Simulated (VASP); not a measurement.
# Ca (Immm) in VASP: single point with PBEsol

Aim: the single point of Ca with PBEsol.

Everything below comes from runs of VASP 6.6.1. Logs are shortened: lines on timing, memory, paths and dates and some standing lists are left out, and cuts for length are marked.

### 1 The cell of the first run

It takes space group Immm (No. 71, orthorhombic). Conventional cell: a = 4.392 Å, b = 4.410 Å, c = 4.521 Å, α = 90.00°, β = 90.00°, γ = 90.00°. Within 5.1 Å of Ca (site symmetry mmm) lie 14 Ca at 3.85 to 4.52 Å.

### 2 Single point, PBEsol (strain +0.0250 x Voigt [1, 0, 0, 0, 0, 0])

INCAR

```
PREC = Accurate
ENCUT = 520
EDIFF = 1E-6
ISMEAR = 0
SIGMA = 0.15
LREAL = False
LASPH = True
NELM = 80
ALGO = Fast
ISIF = 2
LWAVE = False
LCHARG = True
GGA = PS
LELF = True
LVHAR = True
NBANDS = 11
```

KPOINTS

```
regular mesh
0
Gamma
  16 16 16
```

POSCAR

```
Ca
1.0
   -2.2603350262      2.2052049036      2.1961148100
    2.2603350262     -2.2052049036      2.1961148100
    2.2603350262      2.2052049036     -2.1961148100
Ca
1
Direct
    0.5000000000      0.5000000000      0.0000000000
```

Potentials or basis: VASP PAW PBE potentials, release 64 (Ca_sv).

Launch:

```bash
> cat potpaw_PBE.64/Ca_sv/POTCAR > POTCAR
> mpirun -np 1 vasp_std > vasp.out
```

OUTCAR:

```text
PREC = Accurate
   ENCUT = 520
   EDIFF = 1E-6
   ISMEAR = 0
   LREAL = False
   LASPH = True
   NELM = 80
   ISIF = 2
   GGA = PS

 ion  position               nearest neighbor table
   1  0.500  0.500  0.000-

  LATTYP: Found a body centered orthorhombic cell.
 ALAT       =     4.3922296200
 B/A-ratio  =     1.0041391705
 C/A-ratio  =     1.0292426498

  Lattice vectors:

 A1 = (  -2.2603350262,   2.2052049036,  -2.1961148100)
 A2 = (  -2.2603350262,  -2.2052049036,   2.1961148100)
 A3 = (   2.2603350262,   2.2052049036,   2.1961148100)

Analysis of symmetry for initial positions (statically):
=====================================================================
 Subroutine PRICEL returns:
 Original cell was already a primitive cell.

 Routine SETGRP: Setting up the symmetry group for a
 body centered orthorhombic supercell.

 Subroutine GETGRP returns: Found  8 space group operations
 (whereof  8 operations were pure point group operations)
 out of a pool of  8 trial point group operations.

The static configuration has the point symmetry D_2h.

Analysis of symmetry for dynamics (positions and initial velocities):
=====================================================================
 Subroutine PRICEL returns:
 Original cell was already a primitive cell.

 Routine SETGRP: Setting up the symmetry group for a
 body centered orthorhombic supercell.

 Subroutine GETGRP returns: Found  8 space group operations
 (whereof  8 operations were pure point group operations)
 out of a pool of  8 trial point group operations.

The dynamic configuration has the point symmetry D_2h.

 Subroutine INISYM returns: Found  8 space group operations
 (whereof  8 operations are pure point group operations),
 and found     1 'primitive' translations

----------------------------------------------------------------------------------------

                                     Primitive cell

  volume of cell :      43.7862

  direct lattice vectors                    reciprocal lattice vectors
    -2.260335026  2.205204904  2.196114810     0.000000000  0.226736300  0.227674800
     2.260335026 -2.205204904  2.196114810     0.221206146  0.000000000  0.227674800
     2.260335026  2.205204904 -2.196114810     0.221206146  0.226736300  0.000000000

  length of vectors
     3.846422150  3.846422150  3.846422150     0.321317855  0.317439716  0.316767278

  position of ions in fractional coordinates (direct lattice)
     0.500000000  0.500000000  0.000000000

  ion indices of the primitive-cell ions
   primitive index   ion index
                 1           1

----------------------------------------------------------------------------------------

 KPOINTS: regular mesh

Automatic generation of k-mesh.
 Grid dimensions read from file:
 generate k-points for:   16   16   16

 Generating k-lattice:

  Cartesian coordinates                     Fractional coordinates (reciprocal lattice)
     0.000000000  0.014171019  0.014229675     0.062500000  0.000000000  0.000000000
     0.013825384  0.000000000  0.014229675     0.000000000  0.062500000 -0.000000000
     0.013825384  0.014171019  0.000000000     0.000000000 -0.000000000  0.062500000

  Length of vectors
     0.020082366  0.019839982  0.019797955

  Shift w.r.t. Gamma in fractional coordinates (k-lattice)
     0.000000000  0.000000000  0.000000000

 Subroutine IBZKPT returns following result:
 ===========================================

 Found    621 irreducible k-points:

 Following reciprocal coordinates:
            Coordinates               Weight
  0.000000  0.000000  0.000000      1.000000
  0.062500 -0.000000  0.000000      4.000000
  0.125000 -0.000000  0.000000      4.000000
  0.187500  0.000000  0.000000      4.000000
  0.250000 -0.000000  0.000000      4.000000
  0.312500  0.000000  0.000000      4.000000
[... 16 lines left out ...]
 -0.187500  0.062500  0.000000      8.000000
 -0.125000  0.062500 -0.000000      8.000000
 [... further k-points ...]
   k-points           NKPTS =    621   k-points in BZ     NKDIM =    621   number of bands    NBANDS=     11
   number of dos      NEDOS =    301   number of ions     NIONS =      1
   total plane-waves  NPLWV =  27000
   dimension x,y,z NGX =    30 NGY =   30 NGZ =   30
   dimension x,y,z NGXF=    60 NGYF=   60 NGZF=   60
   ions per type =               1
   NGX,Y,Z   is equivalent  to a cutoff of  12.97, 12.97, 12.97 a.u.
   NGXF,Y,Z  is equivalent  to a cutoff of  25.93, 25.93, 25.93 a.u.
 SYSTEM =  unknown system
   PREC   = accura    normal or accurate (medium, high low for compatibility)
   ISTART =      0    job   : 0-new  1-cont  2-samecut
   ICHARG =      2    charge: 1-file 2-atom 10-const
   ISPIN  =      1    spin polarized calculation?
   LNONCOLLINEAR =      F non collinear calculations
   LSORBIT =      F    spin-orbit coupling
   LASPH  =      T    aspherical Exc in radial PAW
   ENCUT  =  520.0 eV  38.22 Ry    6.18 a.u.   7.15  7.15  7.15*2*pi/ulx,y,z
   NELM   =     80;   NELMIN=  2; NELMDL= -5     # of ELM steps
   EDIFF  = 0.1E-05   stopping-criterion for ELM
   LREAL  =      F    real-space projection
   EDIFFG = 0.1E-04   stopping-criterion for IOM
   NSW    =      0    number of steps for IOM
   IBRION =     -1    ionic relax: 0-MD 1-quasi-New 2-CG
   NFREE  =      0    steps in history (QN), initial steepest desc. (CG)
   ISIF   =      2    stress and relaxation
   ISYM   =      2    0-nonsym 1-usesym 2-fastsym
   POTIM  = 0.5000    time-step for ionic-motion
   TEBEG  =    0.0;   TEEND  =   0.0 temperature during run
   PSTRESS=    0.0 pullay stress
   NELECT =      10.0000    total number of electrons
   NUPDOWN=      -1.0000    fix difference up-down
   EMIN   =  10.00;   EMAX   =-10.00  energy-range for DOS
   EFERMI =   0.00;   METHOD = LEGACY
   ISMEAR =     0;   SIGMA  =   0.15  broadening in eV -4-tet -1-fermi 0-gaus
   EFERMI_NEDOS =   21; number of points for ismear=-14 and -15
   IALGO  =     68    algorithm
   IMIX   =      4    mixing-type and parameters
     AMIX     =   0.40;   BMIX     =  1.00
     AMIX_MAG =   1.60;   BMIX_MAG =  1.00
  volume/ion in A,a.u.               =      43.79       295.48
  Fermi-wavevector in a.u.,A,eV,Ry     =   1.000682  1.891014 13.624379  1.001364
  Thomas-Fermi vector in A             =   2.133054
   LORBIT       =      0    0 simple, 1 ext, 2 COOP (PROOUT), +10 PAW based schemes
   GGA     = PS    functional components
   LHFCALC =     F    Hartree Fock is set to
   AEXX    =    0.0000 exact exchange contribution
   IVDW    =     0    specifies the selected vdW correction
   LEPSILON=     F    determine dielectric tensor
   LRPA    =     F    only Hartree local field effects (RPA)
 non-spin polarized calculation
 RMM-DIIS sequential band-by-band and
 Gauss-broadening in eV      SIGMA  =   0.15
  energy-cutoff  :      520.00
  volume of cell :       43.79
 maximum number of plane-waves:      1200
 NGX is ok and might be reduce to    30
   NGX = 15   NGY = 15   NGZ = 15

 number of electron      10.0000002 magnetization

 Free energy of the ion-electron system (eV)
  ---------------------------------------------------
  ext. energy  EPLUGINS =         0.00000000
  ---------------------------------------------------
  free energy    TOTEN  =        -2.11417668 eV

  energy without entropy =       -2.09610831  energy(sigma->0) =       -2.10514249

 E-fermi :   1.7998     XC(G=0):  -7.6938

 val. band max:        1.7974764975   @ k =  -0.4375   0.5000   0.3750
 cond. band min:       1.7998824431   @ k =   0.5000  -0.0625   0.0625
 fundamental gap:      0.0024059456
 Fermi energy:         1.7998280968

 k-point     1 :       0.0000    0.0000    0.0000
  band No.  band energies     occupation
      1     -40.1801      2.00000
      2     -21.1759      2.00000
      3     -21.1753      2.00000
      4     -21.1721      2.00000
      5      -2.2136      2.00000
      6       3.9792      0.00000
      7       3.9979      0.00000
      8       4.1029      0.00000
      9       4.9766      0.00000
     10       5.1213      0.00000
     11      11.6579      0.00000

 k-point     2 :       0.0625   -0.0000    0.0000
  band No.  band energies     occupation
      1     -40.1796      2.00000
      2     -21.1804      2.00000
      3     -21.1756      2.00000
      4     -21.1738      2.00000
      5      -2.1436      2.00000
      6       3.9418      0.00000
      7       4.0411      0.00000
      8       4.0759      0.00000
      9       4.9804      0.00000
     10       5.0698      0.00000
     11      11.8145      0.00000

 k-point     3 :       0.1250   -0.0000    0.0000
  band No.  band energies     occupation
      1     -40.1782      2.00000
      2     -21.1941      2.00000
      3     -21.1786      2.00000
      4     -21.1758      2.00000
      5      -1.9360      2.00000
      6       3.8168      0.00000
      7       3.9641      0.00000
      8       4.1935      0.00000
      9       4.9667      0.00000
     10       4.9988      0.00000
     11      11.4440      0.00000

 k-point     4 :       0.1875    0.0000    0.0000
  band No.  band energies     occupation
      1     -40.1761      2.00000
      2     -21.2144      2.00000
      3     -21.1858      2.00000
      4     -21.1760      2.00000
      5      -1.5988      2.00000
      6       3.6411      0.00000
      7       3.7188      0.00000
      8       4.4412      0.00000
      9       4.9229      0.00000
     10       5.0294      0.00000
     11      10.5763      0.00000

 k-point     5 :       0.2500   -0.0000    0.0000
  band No.  band energies     occupation
      1     -40.1736      2.00000
      2     -21.2382      2.00000
      3     -21.1942      2.00000
      4     -21.1763      2.00000
      5      -1.1462      2.00000
      6       3.3625      0.00000
      7       3.4494      0.00000
      8       4.7713      0.00000
      9       4.9525      0.00000
     10       5.0843      0.00000
     11       9.4983      0.00000
[... 211 lines left out ...]
 k-point    21 :      -0.3125    0.0625    0.0000
  band No.  band energies     occupation
      1     -40.1721      2.00000
      2     -21.2511      2.00000
      3     -21.1986      2.00000
      4     -21.1783      2.00000
      5      -0.8388      2.00000
      6       3.1488      0.00000
      7       3.3381      0.00000
      8       4.9027      0.00000
      9       5.0056      0.00000
     10       5.1785      0.00000
     11       8.9585      0.00000

 k-point    22 :      -0.2500    0.0625   -0.0000
  band No.  band energies     occupation
      1     -40.1746      2.00000
      2     -21.2280      2.00000
      3     -21.1896      2.00000
      4     -21.1779      2.00000
      5      -1.3395      2.00000
      6       3.5105      0.00000
      7       3.5398      0.00000
      8       4.6378      0.00000
      9       4.8535      0.00000
     10       5.1207      0.00000
     11      10.0458      0.00000

 k-point    23 :      -0.1875    0.0625    0.0000
  band No.  band energies     occupation
      1     -40.1769      2.00000
      2     -21.2064      2.00000
      3     -21.1817      2.00000
      4     -21.1774      2.00000
      5      -1.7347      2.00000
      6       3.7120      0.00000
      7       3.8186      0.00000
      8       4.3591      0.00000
      9       4.8507      0.00000
     10       5.0769      0.00000
     11      11.0669      0.00000

 k-point    24 :      -0.1250    0.0625   -0.0000
  band No.  band energies     occupation
      1     -40.1787      2.00000
      2     -21.1892      2.00000
      3     -21.1781      2.00000
      4     -21.1750      2.00000
      5      -2.0070      2.00000
      6       3.8714      0.00000
      7       3.9649      0.00000
      8       4.1807      0.00000
      9       4.9057      0.00000
     10       5.0704      0.00000
     11      11.5218      0.00000

 [... further k-points ...]
[... 5 lines left out ...]
  --------------------------------------------------------------------------------------
  -------------------------------------------------------------------------------------
  Total       -0.3181122     -0.3341023     -0.3338885      0.0000000      0.0000000      0.0000000
  in kB      -11.6400298    -12.2251219    -12.2173005      0.0000000      0.0000000      0.0000000
  external PRESSURE =     -12.0274841 kB  Pullay stress =       0.0000000 kB

 VOLUME and BASIS-vectors are now :
 -----------------------------------------------------------------------------
  energy-cutoff  :      520.00
  volume of cell :       43.79
      direct lattice vectors                 reciprocal lattice vectors
    -2.260335026  2.205204904  2.196114810     0.000000000  0.226736300  0.227674800
     2.260335026 -2.205204904  2.196114810     0.221206146  0.000000000  0.227674800
     2.260335026  2.205204904 -2.196114810     0.221206146  0.226736300  0.000000000

 POSITION                                       TOTAL-FORCE (eV/Angst)
 -----------------------------------------------------------------------------------
      0.00000      0.00000      2.19611        -0.000000      0.000000     -0.000000
 -----------------------------------------------------------------------------------
    total drift:                                0.000000     -0.000000      0.000000

  FREE ENERGIE OF THE ION-ELECTRON SYSTEM (eV)
  ---------------------------------------------------
  free  energy   TOTEN  =        -2.1141766752 eV

  energy  without entropy=       -2.0961083061  energy(sigma->0) =       -2.10514249
```

Run time: 4.8 min. Hardware: 1 thread of Oxide Virtual Turin-like, shared host; peak memory 0.37 GiB.

What came out:

- Free energy: -2.1142 eV
- Pressure: -1.2 GPa
- Band gap on the k mesh: zero (band 5 reaches 2.11 eV, above the bottom of band 6 at 1.71 eV)

Levels at points of the mesh, in eV from the Fermi level:
```tsv
k point	band 1	band 2	band 3	band 4	band 5	band 6	band 7	band 8	band 9	band 10
(0.00, 0.00, 0.00)	-41.98	-22.98	-22.98	-22.97	-4.01	2.18	2.20	2.30	3.18	3.32
(0.50, 0.00, 0.00)	-41.97	-23.10	-23.02	-22.98	-0.86	0.00	1.21	3.23	3.55	4.25
(0.00, 0.50, 0.00)	-41.97	-23.10	-23.02	-22.97	-0.92	-0.08	1.34	3.10	3.51	4.23
(0.50, 0.50, 0.00)	-41.97	-23.10	-23.02	-22.97	-0.93	-0.09	1.37	3.08	3.50	4.23
(0.50, 0.50, 0.50)	-41.96	-23.07	-23.06	-23.06	0.05	0.11	3.48	3.87	3.94	4.02
```

Caveat: the cell differs from its parent crystal (strain +0.0250 x Voigt [1, 0, 0, 0, 0, 0]); the PAW data sets were made with another functional, which shifts forces and pressure a little.
